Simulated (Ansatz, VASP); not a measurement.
**One calculation of CuO, two programs**

```
Cu O
1.0
     3.17550    0.00000    0.00000
     0.00000    3.17550    0.00000
     0.00000    0.00000    4.64953
Cu O
2 2
Direct
  0.99804 0.00095 0.99545
  0.49965 0.50733 0.00178
  0.50550 0.99608 0.26765
  0.99782 0.50034 0.72497
```

Change from the starting cell: atoms moved at random, drawn with an rms of 0.05 Å.

Alike in both runs: task single point; functional PBE; k mesh 8 × 8 × 6; occupations fermi-dirac, width 0.05 eV; no spin polarisation.

|  | VASP | Ansatz |
| --- | --- | --- |
| version | VASP 6.6.1 | Ansatz 0.2.0 |
| potentials or method | VASP PAW PBE potentials, release 64 (Cu, O) | Ansatz PAW |
| plane-wave cutoff (eV) | 520 | 420 |
| valence electrons in the cell | 34 | 50 |

VASP gave:

| Quantity | Value |
| --- | --- |
| gap on the k mesh at the Fermi level (eV) | none |
| pressure (GPa) | 15.9 |
| traceless stress, the component that is largest in VASP (GPa) | -25.56 |
| rms of the force components (eV/Å) | 0.447 |

Problem. Estimate Ansatz's values.

Solution. gap on the k mesh at the Fermi level (eV): none; pressure (GPa): 15.2; traceless stress, the component that is largest in VASP (GPa): -25.40; rms of the force components (eV/Å): 0.477.

Atom by atom the forces differ by 0.034 eV/Å (rms over components). A gap of «none» marks a metal or a gap that the smearing closes. VASP's potentials hold 34 valence electrons a cell and Ansatz's 50, so a difference there can come from the potentials and not from the codes.
